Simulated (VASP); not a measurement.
# AsSe4 (Im-3m) in VASP: a series of runs, part 2 of 3

VASP 6.6.1. The steps go on from the part before.

## Step 3: Single point, PBE

This run uses another cell than the first one, of 24.62 Å³/atom.

The input, INCAR:

```
ALGO = Normal ; EDIFF = 1E-7
ENCUT = 520 ; GGA = PE
ISIF = 2 ; ISMEAR = 0
LASPH = T ; LCHARG = F
LREAL = F ; LWAVE = F
NBANDS = 22 ; NELM = 80
PREC = Accurate ; SIGMA = 0.1
```

The input, KPOINTS:

```
k-points
0
Gamma
  8 8 8
```

The input, POSCAR:

```
AsSe4
1.0
   -3.1338205549      3.1338205549      3.1338205549
    3.1338205549     -3.1338205549      3.1338205549
    3.1338205549      3.1338205549     -3.1338205549
As Se
1 4
Direct
    0.0000000000      0.0000000000      0.0000000000
    0.5000000000      0.5000000000      0.5000000000
    0.5000000000      0.0000000000      0.0000000000
    0.0000000000      0.0000000000      0.5000000000
    0.0000000000      0.5000000000      0.0000000000
```

Potentials or basis: VASP PAW PBE potentials, release 64 (As, Se).

Run with:

```sh
$ cat potpaw_PBE.64/As/POTCAR potpaw_PBE.64/Se/POTCAR > POTCAR
$ mpirun -np 1 vasp_std > vasp.out
```

OUTCAR:

```text
EDIFF = 1E-7
   ENCUT = 520
   GGA = PE
   ISIF = 2
   ISMEAR = 0
   LASPH = T
   LREAL = F
   NELM = 80
   PREC = Accurate

 ion  position               nearest neighbor table
   1  0.000  0.000  0.000-   2 2.71   3 2.71   4 2.71   5 2.71   4 2.71   5 2.71   3 2.71   2 2.71

   2  0.500  0.500  0.500-   1 2.71   1 2.71
   3  0.500  0.000  0.000-   1 2.71   1 2.71
   4  0.000  0.000  0.500-   1 2.71   1 2.71
   5  0.000  0.500  0.000-   1 2.71   1 2.71

  LATTYP: Found a body centered cubic cell.
 ALAT       =     6.2676411098

  Lattice vectors:

 A1 = (  -3.1338205549,   3.1338205549,   3.1338205549)
 A2 = (   3.1338205549,  -3.1338205549,   3.1338205549)
 A3 = (   3.1338205549,   3.1338205549,  -3.1338205549)

Analysis of symmetry for initial positions (statically):
=====================================================================
 Subroutine PRICEL returns:
 Original cell was already a primitive cell.

 Routine SETGRP: Setting up the symmetry group for a
[... 172 lines left out ...]
  energy without entropy =      -16.27683663  energy(sigma->0) =      -16.28442460

 E-fermi :   3.5165     XC(G=0):  -9.4074

 val. band max:        3.5074495523   @ k =   0.3750   0.0000   0.0000
 cond. band min:       3.5526525984   @ k =   0.5000   0.5000   0.2500
 fundamental gap:      0.0452030461
 Fermi energy:         3.5165074453

 k-point     1 :       0.0000    0.0000    0.0000
  band No.  band energies     occupation
      1     -11.8313      2.00000
      2      -8.5764      2.00000
      3      -8.5764      2.00000
      4      -8.5764      2.00000
      5      -5.5340      2.00000
      6      -2.7959      2.00000
[... 589 lines left out ...]
     21       9.5420      0.00000
     22      10.4750      0.00000

 [... further k-points ...]

------------------------ aborting loop because EDIFF is reached ----------------------------------------

  FORCE on cell =-STRESS in cart. coord.  units (eV):
  Direction    XX          YY          ZZ          XY          YZ          ZX
  --------------------------------------------------------------------------------------
  -------------------------------------------------------------------------------------
  Total        0.0223088      0.0223088      0.0223088     -0.0000000      0.0000000      0.0000000
  in kB        0.2903389      0.2903389      0.2903389     -0.0000000      0.0000000      0.0000000
  external PRESSURE =       0.2903389 kB  Pullay stress =       0.0000000 kB

 VOLUME and BASIS-vectors are now :
 -----------------------------------------------------------------------------
  energy-cutoff  :      520.00
  volume of cell :      123.11
      direct lattice vectors                 reciprocal lattice vectors
    -3.133820555  3.133820555  3.133820555     0.000000000  0.159549659  0.159549659
     3.133820555 -3.133820555  3.133820555     0.159549659  0.000000000  0.159549659
     3.133820555  3.133820555 -3.133820555     0.159549659  0.159549659  0.000000000

 POSITION                                       TOTAL-FORCE (eV/Angst)
 -----------------------------------------------------------------------------------
      0.00000      0.00000      0.00000        -0.000000      0.000000      0.000000
      1.56691      1.56691      1.56691         0.000000      0.000000     -0.000000
     -1.56691      1.56691      1.56691        -0.000000     -0.000000      0.000000
      1.56691      1.56691     -1.56691         0.000000     -0.000000     -0.000000
      1.56691     -1.56691      1.56691         0.000000      0.000000      0.000000
 -----------------------------------------------------------------------------------
    total drift:                                0.000000     -0.000000      0.000000

  FREE ENERGIE OF THE ION-ELECTRON SYSTEM (eV)
  ---------------------------------------------------
  free  energy   TOTEN  =       -16.2920125691 eV

  energy  without entropy=      -16.2768366317  energy(sigma->0) =      -16.28442460
```

Wall time 38 s (1 thread of AMD EPYC 9R45 (Zen 5), shared host); peak memory 0.24 GiB.

Results:

```
Free energy            : -16.2920 eV
Pressure               : 0.0 GPa
Band gap on the k mesh : zero (an odd number of electrons rules out a gap without spin polarisation)
```

## Step 4: Single point, PBE

This run uses another cell than the first one, of 24.62 Å³/atom.

The input, INCAR:

```
SYSTEM = AsSe4
PREC = Accurate ; ENCUT = 520
EDIFF = 1E-6 ; ISMEAR = 0
SIGMA = 0.1 ; LREAL = .FALSE.
LASPH = .TRUE. ; NELM = 100
ALGO = Normal ; ISIF = 2
LWAVE = .FALSE. ; LCHARG = .FALSE.
GGA = PE ; NBANDS = 22
```

The input, KPOINTS:

```
regular mesh
0
G
  8 8 8
  0 0 0
```

POSCAR is that of step 3.

Potentials or basis: VASP PAW PBE potentials, release 64 (As, Se).

Run with:

```sh
$ cat potpaw_PBE.64/As/POTCAR potpaw_PBE.64/Se/POTCAR > POTCAR
$ mpirun -np 1 vasp_std > vasp.out
```

OUTCAR:

```text
SYSTEM = AsSe4
   PREC = Accurate
   ENCUT = 520
   EDIFF = 1E-6
   ISMEAR = 0
   LREAL = .FALSE.
   LASPH = .TRUE.
   NELM = 100
   ISIF = 2
   GGA = PE

 ion  position               nearest neighbor table
   1  0.000  0.000  0.000-   2 2.71   3 2.71   4 2.71   5 2.71   4 2.71   5 2.71   3 2.71   2 2.71

   2  0.500  0.500  0.500-   1 2.71   1 2.71
   3  0.500  0.000  0.000-   1 2.71   1 2.71
   4  0.000  0.000  0.500-   1 2.71   1 2.71
   5  0.000  0.500  0.000-   1 2.71   1 2.71

  LATTYP: Found a body centered cubic cell.
 ALAT       =     6.2676411098

  Lattice vectors:

 A1 = (  -3.1338205549,   3.1338205549,   3.1338205549)
 A2 = (   3.1338205549,  -3.1338205549,   3.1338205549)
 A3 = (   3.1338205549,   3.1338205549,  -3.1338205549)

Analysis of symmetry for initial positions (statically):
=====================================================================
 Subroutine PRICEL returns:
 Original cell was already a primitive cell.

 Routine SETGRP: Setting up the symmetry group for a
 body centered cubic supercell.

 Subroutine GETGRP returns: Found 48 space group operations
 (whereof 48 operations were pure point group operations)
 out of a pool of 48 trial point group operations.

The static configuration has the point symmetry O_h .

Analysis of symmetry for dynamics (positions and initial velocities):
=====================================================================
 Subroutine PRICEL returns:
 Original cell was already a primitive cell.

 Routine SETGRP: Setting up the symmetry group for a
 body centered cubic supercell.

 Subroutine GETGRP returns: Found 48 space group operations
 (whereof 48 operations were pure point group operations)
 out of a pool of 48 trial point group operations.

The dynamic configuration has the point symmetry O_h .

 Subroutine INISYM returns: Found 48 space group operations
 (whereof 48 operations are pure point group operations),
 and found     1 'primitive' translations

----------------------------------------------------------------------------------------

                                     Primitive cell

  volume of cell :     123.1069

  direct lattice vectors                    reciprocal lattice vectors
    -3.133820555  3.133820555  3.133820555     0.000000000  0.159549659  0.159549659
     3.133820555 -3.133820555  3.133820555     0.159549659  0.000000000  0.159549659
     3.133820555  3.133820555 -3.133820555     0.159549659  0.159549659  0.000000000

  length of vectors
     5.427936423  5.427936423  5.427936423     0.225637291  0.225637291  0.225637291

  position of ions in fractional coordinates (direct lattice)
     0.000000000  0.000000000  0.000000000
     0.500000000  0.500000000  0.500000000
     0.500000000  0.000000000  0.000000000
     0.000000000  0.000000000  0.500000000
     0.000000000  0.500000000  0.000000000

  ion indices of the primitive-cell ions
   primitive index   ion index
                 1           1
                 2           2
                 3           3
                 4           4
[... 22 lines left out ...]

 Subroutine IBZKPT returns following result:
 ===========================================

 Found     29 irreducible k-points:

 Following reciprocal coordinates:
            Coordinates               Weight
  0.000000  0.000000  0.000000      1.000000
  0.125000  0.000000  0.000000     12.000000
  0.250000  0.000000  0.000000     12.000000
  0.375000  0.000000  0.000000     12.000000
  0.500000  0.000000  0.000000      6.000000
  0.125000  0.125000  0.000000     24.000000
[... 16 lines left out ...]
 -0.250000  0.250000  0.250000      6.000000
 -0.375000  0.375000  0.250000     24.000000
 [... further k-points ...]
   k-points           NKPTS =     29   k-points in BZ     NKDIM =     29   number of bands    NBANDS=     22
   number of dos      NEDOS =    301   number of ions     NIONS =      5
   total plane-waves  NPLWV =  64000
   dimension x,y,z NGX =    40 NGY =   40 NGZ =   40
   dimension x,y,z NGXF=    80 NGYF=   80 NGZF=   80
   ions per type =               1   4
   NGX,Y,Z   is equivalent  to a cutoff of  12.25, 12.25, 12.25 a.u.
   NGXF,Y,Z  is equivalent  to a cutoff of  24.50, 24.50, 24.50 a.u.
 SYSTEM =  AsSe4
   PREC   = accura    normal or accurate (medium, high low for compatibility)
   ISTART =      0    job   : 0-new  1-cont  2-samecut
   ICHARG =      2    charge: 1-file 2-atom 10-const
   ISPIN  =      1    spin polarized calculation?
   LNONCOLLINEAR =      F non collinear calculations
   LSORBIT =      F    spin-orbit coupling
   LASPH  =      T    aspherical Exc in radial PAW
   ENCUT  =  520.0 eV  38.22 Ry    6.18 a.u.  10.09 10.09 10.09*2*pi/ulx,y,z
   NELM   =    100;   NELMIN=  2; NELMDL= -5     # of ELM steps
   EDIFF  = 0.1E-05   stopping-criterion for ELM
   LREAL  =      F    real-space projection
   EDIFFG = 0.1E-04   stopping-criterion for IOM
   NSW    =      0    number of steps for IOM
   IBRION =     -1    ionic relax: 0-MD 1-quasi-New 2-CG
   NFREE  =      0    steps in history (QN), initial steepest desc. (CG)
   ISIF   =      2    stress and relaxation
   ISYM   =      2    0-nonsym 1-usesym 2-fastsym
   POTIM  = 0.5000    time-step for ionic-motion
   TEBEG  =    0.0;   TEEND  =   0.0 temperature during run
   PSTRESS=    0.0 pullay stress
   NELECT =      29.0000    total number of electrons
   NUPDOWN=      -1.0000    fix difference up-down
   EMIN   =  10.00;   EMAX   =-10.00  energy-range for DOS
   EFERMI =   0.00;   METHOD = LEGACY
   ISMEAR =     0;   SIGMA  =   0.10  broadening in eV -4-tet -1-fermi 0-gaus
   EFERMI_NEDOS =   21; number of points for ismear=-14 and -15
   IALGO  =     38    algorithm
   IMIX   =      4    mixing-type and parameters
     AMIX     =   0.40;   BMIX     =  1.00
     AMIX_MAG =   1.60;   BMIX_MAG =  1.00
  volume/ion in A,a.u.               =      24.62       166.15
  Fermi-wavevector in a.u.,A,eV,Ry     =   1.011067  1.910640 13.908651  1.022257
  Thomas-Fermi vector in A             =   2.144094
   LORBIT       =      0    0 simple, 1 ext, 2 COOP (PROOUT), +10 PAW based schemes
   GGA     = PE    functional components
   LHFCALC =     F    Hartree Fock is set to
   AEXX    =    0.0000 exact exchange contribution
   IVDW    =     0    specifies the selected vdW correction
   LEPSILON=     F    determine dielectric tensor
   LRPA    =     F    only Hartree local field effects (RPA)
 non-spin polarized calculation
 Gauss-broadening in eV      SIGMA  =   0.10
  energy-cutoff  :      520.00
  volume of cell :      123.11
 maximum number of plane-waves:      3352
   NGX = 21   NGY = 21   NGZ = 21

 number of electron      29.0000000 magnetization

 Free energy of the ion-electron system (eV)
  ---------------------------------------------------
  ext. energy  EPLUGINS =         0.00000000
  ---------------------------------------------------
  free energy    TOTEN  =       -16.29201229 eV

  energy without entropy =      -16.27683608  energy(sigma->0) =      -16.28442419

 E-fermi :   3.5164     XC(G=0):  -9.4075

 val. band max:        3.5073464139   @ k =   0.3750   0.0000   0.0000
 cond. band min:       3.5525405464   @ k =   0.5000   0.5000   0.2500
 fundamental gap:      0.0451941325
 Fermi energy:         3.5164083641

 k-point     1 :       0.0000    0.0000    0.0000
  band No.  band energies     occupation
      1     -11.8314      2.00000
      2      -8.5765      2.00000
      3      -8.5765      2.00000
      4      -8.5765      2.00000
      5      -5.5339      2.00000
      6      -2.7959      2.00000
[... 589 lines left out ...]
     21       9.5419      0.00000
     22      10.4748      0.00000

 [... further k-points ...]

------------------------ aborting loop because EDIFF is reached ----------------------------------------

  FORCE on cell =-STRESS in cart. coord.  units (eV):
  Direction    XX          YY          ZZ          XY          YZ          ZX
  --------------------------------------------------------------------------------------
  -------------------------------------------------------------------------------------
  Total        0.0238987      0.0238987      0.0238987      0.0000000     -0.0000000      0.0000000
  in kB        0.3110302      0.3110302      0.3110302      0.0000000     -0.0000000      0.0000000
  external PRESSURE =       0.3110302 kB  Pullay stress =       0.0000000 kB

 VOLUME and BASIS-vectors are now :
 -----------------------------------------------------------------------------
  energy-cutoff  :      520.00
  volume of cell :      123.11
      direct lattice vectors                 reciprocal lattice vectors
    -3.133820555  3.133820555  3.133820555     0.000000000  0.159549659  0.159549659
     3.133820555 -3.133820555  3.133820555     0.159549659  0.000000000  0.159549659
     3.133820555  3.133820555 -3.133820555     0.159549659  0.159549659  0.000000000

 POSITION                                       TOTAL-FORCE (eV/Angst)
 -----------------------------------------------------------------------------------
      0.00000      0.00000      0.00000         0.000000      0.000000      0.000000
      1.56691      1.56691      1.56691        -0.000000     -0.000000     -0.000000
     -1.56691      1.56691      1.56691        -0.000000      0.000000      0.000000
      1.56691      1.56691     -1.56691        -0.000000      0.000000      0.000000
      1.56691     -1.56691      1.56691         0.000000     -0.000000     -0.000000
 -----------------------------------------------------------------------------------
    total drift:                                0.000000     -0.000000      0.000000

  FREE ENERGIE OF THE ION-ELECTRON SYSTEM (eV)
  ---------------------------------------------------
  free  energy   TOTEN  =       -16.2920122913 eV

  energy  without entropy=      -16.2768360832  energy(sigma->0) =      -16.28442419
```

stdout:

```text
POSCAR found type information on POSCAR AsSe
 POSCAR found :  2 types and       5 ions
 scaLAPACK will be used
 LDA part: xc-table for (Slater+PW92), standard interpolation
 POSCAR, INCAR and KPOINTS ok, starting setup
 FFT: planning ... GRIDC
 FFT: planning ... GRID_SOFT
 FFT: planning ... GRID
 WAVECAR not read
 entering main loop
```

Wall time 31 s (1 thread of AMD EPYC 9R45 (Zen 5), shared host); peak memory 0.24 GiB.

What came out:

```yaml
Free_energy: -16.2920 eV
Pressure: 0.0 GPa
Band_gap_on_the_k_mesh: zero (an odd number of electrons rules out a gap without spin polarisation)
```

(Continued in part 3 of 3.)
